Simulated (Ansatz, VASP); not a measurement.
# BN: VASP beside Ansatz

```
CELL_PARAMETERS angstrom
0.00000 1.81233 1.81233
1.81233 0.00000 1.81233
1.81233 1.81233 0.00000
ATOMIC_POSITIONS crystal
B 0.00000 0.00000 0.00000
N 0.25000 0.25000 0.25000
```

Alike in both runs: functional PBE; k mesh 12 × 12 × 12; occupations gaussian, width 0.02 eV; no spin polarisation.

Ansatz relaxed the structure, and its values are those at the end. VASP's run is a single point on that final structure, the one shown.

|  | VASP | Ansatz |
| --- | --- | --- |
| version | VASP 6.6.1 | Ansatz 0.2.0 |
| potentials or method | VASP PAW PBE potentials, release 64 (B, N), cutoff 520 eV | scalar-relativistic, plane waves, PAW |
| valence electrons in the cell | 8 | 8 |

Ansatz gave:

- gap on the k mesh at the Fermi level (eV): 4.46
- least direct gap on the mesh (eV): 8.79
- pressure (GPa): 0.0

Which values does VASP return?

gap on the k mesh at the Fermi level (eV): 4.45; least direct gap on the mesh (eV): 8.78; pressure (GPa): 0.2.
